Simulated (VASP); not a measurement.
# TiTe2 (P1) in VASP: single point with PBE

Aim: the single point of TiTe2 with PBE.

All numbers are computed with VASP 6.6.1; they aren't measurements. Logs are shortened: lines on timing, memory, paths and dates and some standing lists are left out, and cuts for length are marked.

## Step 1: The cell of the first run

The typed cell holds 3 atoms: a = 4.876 Å, b = 4.895 Å, c = 4.884 Å, α = 59.28°, β = 59.46°, γ = 59.48°.

## Step 2: Single point, PBE (atoms moved at random and the cell strained at random)

The input, INCAR:

```
  PREC = Accurate
  ENCUT = 520
  EDIFF = 1E-6
  ISMEAR = 0
  SIGMA = 0.05
  LREAL = F
  LASPH = T
  NELM = 60
  ALGO = Normal
  ISIF = 2
  LWAVE = F
  LCHARG = T
  GGA = PE
  LELF = T
  LVHAR = T
  NBANDS = 19
```

The input, KPOINTS:

```
Automatic mesh
0
Gamma
  10 10 10
```

The input, POSCAR:

```
TiTe2
1.0
    0.0322629289      3.4467375195      3.4494741636
    3.4674292764      0.0273715076      3.4543655849
    3.4612130702      3.4454127346      0.0335877138
Ti Te
1 2
Direct
   -0.0199506767      0.0102948077      0.0143824671
    0.2463428667      0.2290082459      0.2608640325
    0.7736078099      0.7606969464      0.7247535004
```

Potentials or basis: VASP PAW PBE potentials, release 64 (Ti_sv, Te).

The run is started by

```
cat potpaw_PBE.64/Ti_sv/POTCAR potpaw_PBE.64/Te/POTCAR > POTCAR
mpirun -np 1 vasp_std > vasp.out
```

OUTCAR:

```text
PREC = Accurate
   ENCUT = 520
   EDIFF = 1E-6
   ISMEAR = 0
   LREAL = F
   LASPH = T
   NELM = 60
   ISIF = 2
   GGA = PE

 ion  position               nearest neighbor table
   1  0.980  0.010  0.014-   3 2.81   2 2.91   2 2.93   3 2.98   2 2.98   3 2.99   2 3.10   3 3.14

   2  0.246  0.229  0.261-   1 2.91   1 2.93   1 2.98   1 3.10   3 3.23   3 3.41   3 3.44   3 3.47
                             3 3.47   3 3.64
   3  0.774  0.761  0.725-   1 2.81   1 2.98   1 2.99   1 3.14   2 3.23   2 3.41   2 3.44   2 3.47
                             2 3.47   2 3.64

  LATTYP: Found a triclinic cell.
 ALAT       =     4.8400393660
 B/A-ratio  =     0.9991199196
 C/A-ratio  =     1.0075259287
 COS(alpha) =     0.0008054827
 COS(beta)  =     0.4947381617
 COS(gamma) =     0.4981398875

  Lattice vectors:

 A1 = (  -3.4289501413,   0.0013247849,   3.4158864498)
 A2 = (   0.0062162062,  -3.4180412270,   3.4207778711)
 A3 = (   0.0322629289,   3.4467375195,   3.4494741636)

Analysis of symmetry for initial positions (statically):
=====================================================================
 Subroutine PRICEL returns:
 Original cell was already a primitive cell.

 Routine SETGRP: Setting up the symmetry group for a
 triclinic supercell.

 Subroutine GETGRP returns: Found  1 space group operations
 (whereof  1 operations were pure point group operations)
 out of a pool of  2 trial point group operations.

The static configuration has the point symmetry C_1 .

Analysis of symmetry for dynamics (positions and initial velocities):
=====================================================================
 Subroutine PRICEL returns:
 Original cell was already a primitive cell.

 Routine SETGRP: Setting up the symmetry group for a
 triclinic supercell.

 Subroutine GETGRP returns: Found  1 space group operations
 (whereof  1 operations were pure point group operations)
 out of a pool of  2 trial point group operations.

The dynamic configuration has the point symmetry C_1 .

 Subroutine INISYM returns: Found  1 space group operations
 (whereof  1 operations are pure point group operations),
 and found     1 'primitive' translations

----------------------------------------------------------------------------------------

                                     Primitive cell

  volume of cell :      81.3080

  direct lattice vectors                    reciprocal lattice vectors
     0.032262929  3.446737520  3.449474164    -0.146366921  0.145617136  0.145766618
     3.467429276  0.027371508  3.454365585     0.144747133 -0.146827953  0.145357647
     3.461213070  3.445412735  0.033587714     0.145273281  0.145734313 -0.146977435

  length of vectors
     4.876465157  4.894533336  4.883850219     0.252736093  0.252267767  0.252873847

  position of ions in fractional coordinates (direct lattice)
     0.980049323  0.010294808  0.014382467
     0.246342867  0.229008246  0.260864033
     0.773607810  0.760696946  0.724753500

  ion indices of the primitive-cell ions
   primitive index   ion index
                 1           1
                 2           2
                 3           3

----------------------------------------------------------------------------------------

 KPOINTS: Automatic mesh

Automatic generation of k-mesh.
 Grid dimensions read from file:
 generate k-points for:   10   10   10

 Generating k-lattice:

  Cartesian coordinates                     Fractional coordinates (reciprocal lattice)
    -0.014636692  0.014561714  0.014576662     0.100000000  0.000000000 -0.000000000
     0.014474713 -0.014682795  0.014535765    -0.000000000  0.100000000 -0.000000000
     0.014527328  0.014573431 -0.014697744     0.000000000 -0.000000000  0.100000000

  Length of vectors
     0.025273609  0.025226777  0.025287385

  Shift w.r.t. Gamma in fractional coordinates (k-lattice)
     0.000000000  0.000000000  0.000000000

 Subroutine IBZKPT returns following result:
 ===========================================

 Found    504 irreducible k-points:

 Following reciprocal coordinates:
            Coordinates               Weight
  0.000000  0.000000  0.000000      1.000000
  0.100000 -0.000000  0.000000      2.000000
  0.200000 -0.000000  0.000000      2.000000
  0.300000  0.000000  0.000000      2.000000
  0.400000  0.000000 -0.000000      2.000000
  0.500000  0.000000 -0.000000      1.000000
[... 16 lines left out ...]
 -0.400000  0.200000 -0.000000      2.000000
 -0.300000  0.200000 -0.000000      2.000000
 [... further k-points ...]
   k-points           NKPTS =    504   k-points in BZ     NKDIM =    504   number of bands    NBANDS=     19
   number of dos      NEDOS =    301   number of ions     NIONS =      3
   total plane-waves  NPLWV =  46656
   dimension x,y,z NGX =    36 NGY =   36 NGZ =   36
   dimension x,y,z NGXF=    72 NGYF=   72 NGZF=   72
   ions per type =               1   2
   NGX,Y,Z   is equivalent  to a cutoff of  12.27, 12.23, 12.25 a.u.
   NGXF,Y,Z  is equivalent  to a cutoff of  24.55, 24.46, 24.51 a.u.
 SYSTEM =  unknown system
   PREC   = accura    normal or accurate (medium, high low for compatibility)
   ISTART =      0    job   : 0-new  1-cont  2-samecut
   ICHARG =      2    charge: 1-file 2-atom 10-const
   ISPIN  =      1    spin polarized calculation?
   LNONCOLLINEAR =      F non collinear calculations
   LSORBIT =      F    spin-orbit coupling
   LASPH  =      T    aspherical Exc in radial PAW
   ENCUT  =  520.0 eV  38.22 Ry    6.18 a.u.   9.07  9.10  9.08*2*pi/ulx,y,z
   NELM   =     60;   NELMIN=  2; NELMDL= -5     # of ELM steps
   EDIFF  = 0.1E-05   stopping-criterion for ELM
   LREAL  =      F    real-space projection
   EDIFFG = 0.1E-04   stopping-criterion for IOM
   NSW    =      0    number of steps for IOM
   IBRION =     -1    ionic relax: 0-MD 1-quasi-New 2-CG
   NFREE  =      0    steps in history (QN), initial steepest desc. (CG)
   ISIF   =      2    stress and relaxation
   ISYM   =      2    0-nonsym 1-usesym 2-fastsym
   POTIM  = 0.5000    time-step for ionic-motion
   TEBEG  =    0.0;   TEEND  =   0.0 temperature during run
   PSTRESS=    0.0 pullay stress
   NELECT =      24.0000    total number of electrons
   NUPDOWN=      -1.0000    fix difference up-down
   EMIN   =  10.00;   EMAX   =-10.00  energy-range for DOS
   EFERMI =   0.00;   METHOD = LEGACY
   ISMEAR =     0;   SIGMA  =   0.05  broadening in eV -4-tet -1-fermi 0-gaus
   EFERMI_NEDOS =   21; number of points for ismear=-14 and -15
   IALGO  =     38    algorithm
   IMIX   =      4    mixing-type and parameters
     AMIX     =   0.40;   BMIX     =  1.00
     AMIX_MAG =   1.60;   BMIX_MAG =  1.00
  volume/ion in A,a.u.               =      27.10       182.90
  Fermi-wavevector in a.u.,A,eV,Ry     =   1.090019  2.059838 16.165657  1.188142
  Thomas-Fermi vector in A             =   2.226235
   LORBIT       =      0    0 simple, 1 ext, 2 COOP (PROOUT), +10 PAW based schemes
   GGA     = PE    functional components
   LHFCALC =     F    Hartree Fock is set to
   AEXX    =    0.0000 exact exchange contribution
   IVDW    =     0    specifies the selected vdW correction
   LEPSILON=     F    determine dielectric tensor
   LRPA    =     F    only Hartree local field effects (RPA)
 non-spin polarized calculation
 Gauss-broadening in eV      SIGMA  =   0.05
  energy-cutoff  :      520.00
  volume of cell :       81.31
 maximum number of plane-waves:      2216
   NGX = 19   NGY = 19   NGZ = 19

 number of electron      24.0000001 magnetization

 Free energy of the ion-electron system (eV)
  ---------------------------------------------------
  ext. energy  EPLUGINS =         0.00000000
  ---------------------------------------------------
  free energy    TOTEN  =       -14.96211081 eV

  energy without entropy =      -14.95321059  energy(sigma->0) =      -14.95766070

 E-fermi :   7.3756     XC(G=0):  -9.7652

 val. band max:        7.3755677734   @ k =  -0.2000  -0.1000   0.1000
 cond. band min:       7.3756577607   @ k =   0.3000   0.1000   0.4000
 fundamental gap:      0.0000899873
 Fermi energy:         7.3755730427

 k-point     1 :       0.0000    0.0000    0.0000
  band No.  band energies     occupation
      1     -50.4047      2.00000
      2     -26.7160      2.00000
      3     -26.6481      2.00000
      4     -26.6170      2.00000
      5      -5.8585      2.00000
      6      -2.0133      2.00000
[... 11 lines left out ...]
     18      10.2755      0.00000
     19      10.4057      0.00000

 k-point     2 :       0.1000   -0.0000    0.0000
  band No.  band energies     occupation
      1     -50.4047      2.00000
      2     -26.7162      2.00000
      3     -26.6483      2.00000
      4     -26.6171      2.00000
      5      -5.7865      2.00000
      6      -2.1623      2.00000
[... 11 lines left out ...]
     18      10.5412      0.00000
     19      10.7688      0.00000

 k-point     3 :       0.2000   -0.0000    0.0000
  band No.  band energies     occupation
      1     -50.4047      2.00000
      2     -26.7169      2.00000
      3     -26.6488      2.00000
      4     -26.6172      2.00000
      5      -5.5756      2.00000
      6      -2.5487      2.00000
[... 11 lines left out ...]
     18      11.0781      0.00000
     19      11.3118      0.00000

 k-point     4 :       0.3000    0.0000    0.0000
  band No.  band energies     occupation
      1     -50.4047      2.00000
      2     -26.7177      2.00000
      3     -26.6494      2.00000
      4     -26.6175      2.00000
      5      -5.2427      2.00000
      6      -3.0598      2.00000
[... 407 lines left out ...]
     18      11.2954      0.00000
     19      13.5022      0.00000

 k-point    23 :      -0.4000    0.2000   -0.0000
  band No.  band energies     occupation
      1     -50.4046      2.00000
      2     -26.7186      2.00000
      3     -26.6505      2.00000
      4     -26.6179      2.00000
      5      -4.3991      2.00000
      6      -3.9113      2.00000
[... 11 lines left out ...]
     18      11.8390      0.00000
     19      12.8707      0.00000

 k-point    24 :      -0.3000    0.2000   -0.0000
  band No.  band energies     occupation
      1     -50.4046      2.00000
      2     -26.7186      2.00000
      3     -26.6499      2.00000
      4     -26.6177      2.00000
      5      -4.7859      2.00000
      6      -3.5155      2.00000
[... 11 lines left out ...]
     18      11.5166      0.00000
     19      12.7270      0.00000

 [... further k-points ...]

------------------------ aborting loop because EDIFF is reached ----------------------------------------

  FORCE on cell =-STRESS in cart. coord.  units (eV):
  Direction    XX          YY          ZZ          XY          YZ          ZX
  --------------------------------------------------------------------------------------
  -------------------------------------------------------------------------------------
  Total        0.0265812      0.3230433      0.7382718      0.7130614     -0.0984710     -0.3122153
  in kB        0.5237841      6.3655832     14.5476815     14.0509088     -1.9403756     -6.1522179
  external PRESSURE =       7.1456829 kB  Pullay stress =       0.0000000 kB

 VOLUME and BASIS-vectors are now :
 -----------------------------------------------------------------------------
  energy-cutoff  :      520.00
  volume of cell :       81.31
      direct lattice vectors                 reciprocal lattice vectors
     0.032262929  3.446737520  3.449474164    -0.146366921  0.145617136  0.145766618
     3.467429276  0.027371508  3.454365585     0.144747133 -0.146827953  0.145357647
     3.461213070  3.445412735  0.033587714     0.145273281  0.145734313 -0.146977435

 POSITION                                       TOTAL-FORCE (eV/Angst)
 -----------------------------------------------------------------------------------
      0.11710      3.42781      3.41670        -0.346782     -0.131765      0.184866
      1.70492      1.75413      1.64959         0.094618     -0.130199      0.459280
      5.17115      5.18432      5.32061         0.252164      0.261964     -0.644146
 -----------------------------------------------------------------------------------
    total drift:                                0.000310      0.000036     -0.000162

  FREE ENERGIE OF THE ION-ELECTRON SYSTEM (eV)
  ---------------------------------------------------
  free  energy   TOTEN  =       -14.9621108118 eV

  energy  without entropy=      -14.9532105860  energy(sigma->0) =      -14.95766070
```

Run time: 7.2 min. Hardware: 1 thread of Intel Xeon Platinum 8488C (Sapphire Rapids), shared host; peak memory 0.8 GiB.

What came out:

| Item | Value |
| --- | --- |
| Free energy | -14.9621 eV |
| Pressure | 0.7 GPa |
| Largest force | 0.740 eV/Å |
| Band gap on the k mesh | zero (bands 12 and 13 overlap by 0.29 eV) |

Forces in eV/Å, atoms in the order of the input:
```
Ti  -0.347 -0.132  0.185
Te   0.095 -0.130  0.459
Te   0.252  0.262 -0.644
```

Stress tensor (GPa, compression positive):
```
 0.05  1.41 -0.62
 1.41  0.64 -0.19
-0.62 -0.19  1.45
```

Caveat: the cell differs from its parent crystal (atoms moved at random and the cell strained at random); spin-orbit coupling is left out, which moves the levels of the heavy elements.
